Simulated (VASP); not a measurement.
Crystal: Al.

```
Al
1.0
     2.77444    0.00000    0.00000
    -1.38722    2.40274    0.00000
     0.00000    0.00000    4.80107
Al
2
Cartesian
  0.0000 1.6018 1.2003
  1.3872 0.8009 3.6008
```

This cell differs from its parent crystal: volume scaled by 0.96.

Base run:

| Property | Result |
| --- | --- |
| Program | VASP 6.6.1 |
| Functional | PBEsol |
| Potentials or basis | VASP PAW PBE potentials, release 64 (Al) |
| Cutoff | 520 eV |
| k mesh | 11 × 11 × 6 |
| Occupations | fermi-dirac, width 0.05 eV |
| Spin | no spin polarisation |

Its results: band gap on the k mesh zero (band 3 reaches 11.79 eV, above the bottom of band 4 at 5.30 eV); pressure 2.0 GPa.

The run is repeated on the same cell with these changes: functional from PBEsol to PBE0; k mesh from 11 × 11 × 6 to 6 × 6 × 4. What comes out?

Band gap on the k mesh zero (band 3 reaches 12.93 eV, above the bottom of band 4 at 4.39 eV); pressure 3.5 GPa.

Several settings changed at once, so the effect can't be laid on one alone.

Caveats: some runs use coarse meshes; the PAW data sets were made with another functional, which shifts forces and pressure a little.
